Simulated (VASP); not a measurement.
# Co in VASP: notebook

The runs below take Co through single point, with LDA.

All numbers are computed with VASP 6.6.1; they aren't measurements. Logs are shortened: lines on timing, memory, paths and dates and some standing lists are left out, and cuts for length are marked.

### Step 1. The cell of the first run

The typed cell holds 2 atoms: a = 3.796 Å, b = 3.796 Å, c = 3.346 Å, α = 102.62°, β = 102.62°, γ = 143.85°.

### Step 2. Single point, LDA (10.10 Å³/atom)

INCAR

```
ALGO = Normal
EDIFF = 1E-7
ENCUT = 520
GGA = CA
ISIF = 2
ISMEAR = -1
LASPH = True
LCHARG = False
LREAL = False
LWAVE = False
NBANDS = 16
NELM = 80
PREC = Accurate
SIGMA = 0.1
```

KPOINTS

```
k-points
0
Gamma
  21 21 15
```

POSCAR

```
Co
1.0
   -2.7287231524      2.3753807225      1.1510492826
    2.3753807225     -2.7287231524      1.1510492826
    1.9952986643      1.9952986643     -1.7981965901
Co
2
Direct
    0.9890403338      0.0109596662      0.0000000000
    0.7609596662      0.2390403338      0.5000000000
```

Potentials or basis: VASP PAW LDA potentials, release 64 (Co).

The run is started by

```
cat potpaw_LDA.64/Co/POTCAR > POTCAR
mpirun -np 1 vasp_std > vasp.out
```

OUTCAR:

```text
EDIFF = 1E-7
   ENCUT = 520
   GGA = CA
   ISIF = 2
   ISMEAR = -1
   LASPH = True
   LREAL = False
   NELM = 80
   PREC = Accurate

 ion  position               nearest neighbor table
   1  0.989  0.011  0.000-   2 2.29   2 2.29   2 2.35   2 2.35   2 2.35   2 2.35
   2  0.761  0.239  0.500-   1 2.29   1 2.29   1 2.35   1 2.35   1 2.35   1 2.35

  Warning from LATTYP: Got some problem with cell dimensions!
  Tried to take original basis but could not verify dimensions!
  LATTYP: Found a base centered monoclinic cell.
 ALAT       =     2.3557078659
 B/A-ratio  =     3.0641715079
 C/A-ratio  =     1.0086659954
 COS(beta)  =    -0.0000560250

  Lattice vectors:

 A1 = (  -2.7287231524,   2.3753807225,   1.1510492826)
 A2 = (   2.3753807225,  -2.7287231524,   1.1510492826)
 A3 = (   1.6419562344,   1.6419562344,   0.5039019751)

Analysis of symmetry for initial positions (statically):
=====================================================================
 Subroutine PRICEL returns:
 Original cell was already a primitive cell.

 Routine SETGRP: Setting up the symmetry group for a
 base centered monoclinic supercell.

 Subroutine GETGRP returns: Found  4 space group operations
 (whereof  2 operations were pure point group operations)
 out of a pool of  4 trial point group operations.

The static configuration has the point symmetry C_2 .
 The point group associated with its full space group is C_2h.

Analysis of symmetry for dynamics (positions and initial velocities):
=====================================================================
 Subroutine PRICEL returns:
 Original cell was already a primitive cell.

 Routine SETGRP: Setting up the symmetry group for a
 base centered monoclinic supercell.

 Subroutine GETGRP returns: Found  4 space group operations
 (whereof  2 operations were pure point group operations)
 out of a pool of  4 trial point group operations.

The dynamic configuration has the point symmetry C_2 .
 The point group associated with its full space group is C_2h.

 Subroutine INISYM returns: Found  4 space group operations
 (whereof  2 operations are pure point group operations),
 and found     1 'primitive' translations

----------------------------------------------------------------------------------------

                                     Primitive cell

  volume of cell :      20.2020

  direct lattice vectors                    reciprocal lattice vectors
[... 85 lines left out ...]
   ENCUT  =  520.0 eV  38.22 Ry    6.18 a.u.   7.06  7.06  6.22*2*pi/ulx,y,z
   NELM   =     80;   NELMIN=  2; NELMDL= -5     # of ELM steps
   EDIFF  = 0.1E-06   stopping-criterion for ELM
   LREAL  =      F    real-space projection
   EDIFFG = 0.1E-05   stopping-criterion for IOM
   NSW    =      0    number of steps for IOM
   IBRION =     -1    ionic relax: 0-MD 1-quasi-New 2-CG
   NFREE  =      0    steps in history (QN), initial steepest desc. (CG)
   ISIF   =      2    stress and relaxation
   ISYM   =      2    0-nonsym 1-usesym 2-fastsym
   POTIM  = 0.5000    time-step for ionic-motion
   TEBEG  =    0.0;   TEEND  =   0.0 temperature during run
   PSTRESS=    0.0 pullay stress
   NELECT =      18.0000    total number of electrons
   NUPDOWN=      -1.0000    fix difference up-down
   EMIN   =  10.00;   EMAX   =-10.00  energy-range for DOS
   EFERMI =   0.00;   METHOD = LEGACY
   ISMEAR =    -1;   SIGMA  =   0.10  broadening in eV -4-tet -1-fermi 0-gaus
   EFERMI_NEDOS =   21; number of points for ismear=-14 and -15
   IALGO  =     38    algorithm
   IMIX   =      4    mixing-type and parameters
     AMIX     =   0.40;   BMIX     =  1.00
     AMIX_MAG =   1.60;   BMIX_MAG =  1.00
  volume/ion in A,a.u.               =      10.10        68.16
  Fermi-wavevector in a.u.,A,eV,Ry     =   1.575315  2.976914 33.764455  2.481617
  Thomas-Fermi vector in A             =   2.676317
   LORBIT       =      0    0 simple, 1 ext, 2 COOP (PROOUT), +10 PAW based schemes
   GGA     = CA    functional components
   LHFCALC =     F    Hartree Fock is set to
   AEXX    =    0.0000 exact exchange contribution
   IVDW    =     0    specifies the selected vdW correction
   LEPSILON=     F    determine dielectric tensor
   LRPA    =     F    only Hartree local field effects (RPA)
 non-spin polarized calculation
  energy-cutoff  :      520.00
  volume of cell :       20.20
 maximum number of plane-waves:       559
   NGX = 15   NGY = 15   NGZ = 13

 number of electron      18.0000000 magnetization

 Free energy of the ion-electron system (eV)
  ---------------------------------------------------
  ext. energy  EPLUGINS =         0.00000000
  ---------------------------------------------------
  free energy    TOTEN  =       -15.69347696 eV

  energy without entropy =      -15.55534893  energy(sigma->0) =      -15.62441295

 E-fermi :  10.9802     XC(G=0): -14.1226

 val. band max:       10.9798125295   @ k =  -0.2381  -0.4762   0.4000
 cond. band min:      10.9806441830   @ k =  -0.2381   0.0952   0.0667
 fundamental gap:      0.0008316534
 Fermi energy:        10.9802468214

 k-point     1 :       0.0000    0.0000    0.0000
  band No.  band energies     occupation
      1       1.7769      2.00000
      2       5.8655      2.00000
      3       7.0647      2.00000
      4       8.0528      2.00000
      5       8.6830      2.00000
      6       9.6941      1.99999
[... 433 lines left out ...]
      3       7.0454      2.00000
      4       7.5884      2.00000
      5       9.0849      2.00000
      6       9.3049      2.00000
[... 8 lines left out ...]
     15      25.5084      0.00000
     16      27.6868      0.00000

 [... further k-points ...]

------------------------ aborting loop because EDIFF is reached ----------------------------------------

  FORCE on cell =-STRESS in cart. coord.  units (eV):
  Direction    XX          YY          ZZ          XY          YZ          ZX
  --------------------------------------------------------------------------------------
  -------------------------------------------------------------------------------------
  Total       -0.1096083     -0.1096083     -0.1299749      0.0135980      0.0053927      0.0053927
  in kB       -8.6927902     -8.6927902    -10.3080220      1.0784302      0.4276848      0.4276835
  external PRESSURE =      -9.2312008 kB  Pullay stress =       0.0000000 kB

 VOLUME and BASIS-vectors are now :
 -----------------------------------------------------------------------------
  energy-cutoff  :      520.00
  volume of cell :       20.20
      direct lattice vectors                 reciprocal lattice vectors
    -2.728723152  2.375380723  1.151049283     0.129199647  0.325120425  0.504118536
     2.375380723 -2.728723152  1.151049283     0.325120425  0.129199647  0.504118536
     1.995298664  1.995298664 -1.798196590     0.290816252  0.290816252  0.089273086

 POSITION                                       TOTAL-FORCE (eV/Angst)
 -----------------------------------------------------------------------------------
     -2.67278      2.31944      1.15105        -0.008344      0.008344     -0.000000
     -0.51099      2.15294      0.25195         0.008344     -0.008344      0.000000
 -----------------------------------------------------------------------------------
    total drift:                               -0.000000     -0.000000      0.000000

  FREE ENERGIE OF THE ION-ELECTRON SYSTEM (eV)
  ---------------------------------------------------
  free  energy   TOTEN  =       -15.6934769604 eV

  energy  without entropy=      -15.5553489344  energy(sigma->0) =      -15.62441295
```

It took 7.1 min on 1 thread of Intel Xeon 6975P-C (Granite Rapids), shared host; peak memory 0.56 GiB.

Results:

```yaml
Free_energy: -15.6935 eV
Pressure: -0.9 GPa
Largest_force: 0.012 eV/Å
Band_gap_on_the_k_mesh: zero (bands 9 and 10 overlap by 1.42 eV)
```

Forces in eV/Å, atoms in the order of the input:
```
Co  -0.008  0.008  0.000
Co   0.008 -0.008  0.000
```

Stress tensor (GPa, compression positive):
```
-0.87  0.11  0.04
 0.11 -0.87  0.04
 0.04  0.04 -1.03
```

Caveat: the run has no spin polarisation, though such a crystal can be magnetic.

### Step 3. Single point, LDA (11.31 Å³/atom)

This run uses another cell than the first one, of 11.31 Å³/atom.

INCAR

```
SYSTEM = Co
PREC     = Accurate       ! precision mode
ENCUT    = 520            ! plane-wave cutoff, eV
EDIFF    = 1E-7           ! SCF threshold, eV
ISMEAR   = -1             ! smearing method
SIGMA    = 0.1            ! smearing width, eV
LREAL    = .False.        ! projectors in reciprocal space
LASPH    = .True.         ! aspherical terms in the spheres
NELM     = 100            ! most SCF steps
ALGO     = Normal         ! electronic algorithm
ISIF     = 2              ! what is computed and relaxed
LWAVE    = .False.        ! write WAVECAR
LCHARG   = .False.        ! write CHGCAR
NBANDS   = 16             ! bands
```

KPOINTS

```
regular mesh
0
Gamma
  21 21 15
  0 0 0
```

POSCAR

```
Co
1.0
   -2.8337757749      2.4668300782      1.1953633222
    2.4668300782     -2.8337757749      1.1953633222
    2.0721153091      2.0721153091     -1.8674250376
Co
2
Direct
    0.9890403338      0.0109596662      0.0000000000
    0.7609596662      0.2390403338      0.5000000000
```

Potentials or basis: VASP PAW LDA potentials, release 64 (Co).

The run is started by

```
cat potpaw_LDA.64/Co/POTCAR > POTCAR
mpirun -np 1 vasp_std > vasp.out
```

Wall time 10 min (1 thread of Intel Xeon 6975P-C (Granite Rapids), shared host); peak memory 0.61 GiB.

Results (log left out):

| Property | Result |
| --- | --- |
| Free energy | -15.4778 eV |
| Pressure | -24.9 GPa |
| Largest force | 0.238 eV/Å |
| Band gap on the k mesh | zero (bands 9 and 10 overlap by 1.19 eV) |

Forces in eV/Å, atoms in the order of the input:
```
Co   0.168 -0.168  0.000
Co  -0.168  0.168  0.000
```

Stress tensor (GPa, compression positive):
```
-25.84   0.31  -0.41
  0.31 -25.84  -0.41
 -0.41  -0.41 -22.96
```

Levels at points of the mesh, in eV from the Fermi level:
| k point | band 5 | band 6 | band 7 | band 8 | band 9 | band 10 | band 11 | band 12 | band 13 | band 14 |
| --- | --- | --- | --- | --- | --- | --- | --- | --- | --- | --- |
| (0.00, 0.00, 0.00) | -1.95 | -1.09 | -0.93 | -0.41 | -0.12 | 0.19 | 0.64 | 1.89 | 8.48 | 15.80 |

Caveat: the cell stands under tension; the run has no spin polarisation, though such a crystal can be magnetic.
